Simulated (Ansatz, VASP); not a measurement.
**One calculation of Cs, two programs**

File INCAR:

```
PREC = Accurate ; ENCUT = 600
EDIFF = 1E-7 ; ISMEAR = -1
SIGMA = 0.05 ; LREAL = False
LASPH = True ; NELM = 100
ALGO = Normal ; ISIF = 3
LWAVE = False ; LCHARG = False
GGA = PE ; IBRION = 2
NSW = 60 ; EDIFFG = -0.005
```

The input KPOINTS:

```
regular mesh
0
Gamma
  8 8 5
```

Contents of POSCAR:

```
Cs
1.0
    5.4974881302      0.0000000000      0.0000000000
   -2.7487440651      4.7609643778      0.0000000000
    0.0000000000      0.0000000000      8.9059307710
Cs
2
Direct
    0.3333333333      0.6666666667      0.2500000000
    0.6666666667      0.3333333333      0.7500000000
```

Input for Ansatz:

```yaml
crystal:
  lattice:
    - [5.4974881302, 0.0, 0.0]
    - [-2.7487440651, 4.7609643778, 0.0]
    - [0.0, 0.0, 8.905930771]
  atoms:
    - { symbol: Cs, position: [0.3333333333, 0.6666666667, 0.25] }
    - { symbol: Cs, position: [0.6666666667, 0.3333333333, 0.75] }
kpoints:
  mp_grid: { grid: [8, 8, 5] }
scf:
  occupations: { method: fermi_dirac, width: 0.05 }
hamiltonian:
  xc: pbe
  pseudopotentials: { kind: paw }
output:
  forces: true
  stress: true
  write_density: true
  write_potential: true
  elf: true
  volumetric_format: npy
relax:
  f_tol: 0.005
  max_steps: 40
  cell: {}
```

Alike in both runs: task relaxation of cell and atoms; functional PBE; k mesh 8 × 8 × 5; occupations fermi-dirac, width 0.05 eV; no spin polarisation.

|  | VASP | Ansatz |
| --- | --- | --- |
| version | VASP 6.6.1 | Ansatz 0.2.0 |
| potentials or method | VASP PAW PBE potentials, release 64 (Cs_sv) | PAW with Ansatz's default frozen-core files, scalar-relativistic |
| plane-wave cutoff (eV) | 600 | 420 |
| valence electrons in the cell | 18 | 18 |

VASP gave:

```
relaxed volume (Å³/atom)                                     : 117.55
relaxed cell length with the largest relative difference (Å) : 5.534
```

Problem. Estimate Ansatz's values.

Solution. Relaxed volume (Å³/atom): 116.55; relaxed cell length with the largest relative difference (Å): 5.497.

Neither program's run includes spin-orbit coupling.
